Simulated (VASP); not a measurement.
A run of VASP 6.6.1:

INCAR

```
SYSTEM = In3Se
PREC     = Accurate       ! precision mode
ENCUT    = 520            ! plane-wave cutoff, eV
EDIFF    = 1E-6           ! SCF threshold, eV
ISMEAR   = 0              ! smearing method
SIGMA    = 0.15           ! smearing width, eV
LREAL    = .FALSE.        ! projectors in reciprocal space
LASPH    = .TRUE.         ! aspherical terms in the spheres
NELM     = 80             ! most SCF steps
ALGO     = Normal         ! electronic algorithm
ISIF     = 2              ! what is computed and relaxed
LWAVE    = .FALSE.        ! write WAVECAR
LCHARG   = .TRUE.         ! write CHGCAR
GGA      = PE             ! functional
LELF     = .TRUE.         ! ELF
LVHAR    = .TRUE.       
NBANDS   = 30             ! bands
```

File KPOINTS:

```
regular mesh
0
G
  10 10 10
  0 0 0
```

Contents of POSCAR:

```
In3Se
1.0
    4.6467292756      0.0000000000      0.0000000000
    0.0000000000      4.6467292756      0.0000000000
    0.0000000000      0.0000000000      4.9341558288
In Se
3 1
Direct
    0.0000000000      0.5000000000      0.5000000000
    0.5000000000      0.0000000000      0.5000000000
    0.5000000000      0.5000000000      0.0000000000
    0.0000000000      0.0000000000      0.0000000000
```

Potentials or basis: VASP PAW PBE potentials, release 64 (In_d, Se).

Command:

```bash
$ cat potpaw_PBE.64/In_d/POTCAR potpaw_PBE.64/Se/POTCAR > POTCAR
$ mpirun -np 1 vasp_std > vasp.out
```

Hardware: 1 thread of Intel(R) Xeon(R) 6975P-C (Granite Rapids), with other jobs on the host.

Task: How long does it take, and how much memory?

Result: Wall time 110 s on 1 thread of Intel(R) Xeon(R) 6975P-C (Granite Rapids), on a shared host, peak memory 0.46 GiB. Counts: scf iterations 13, k points 126.
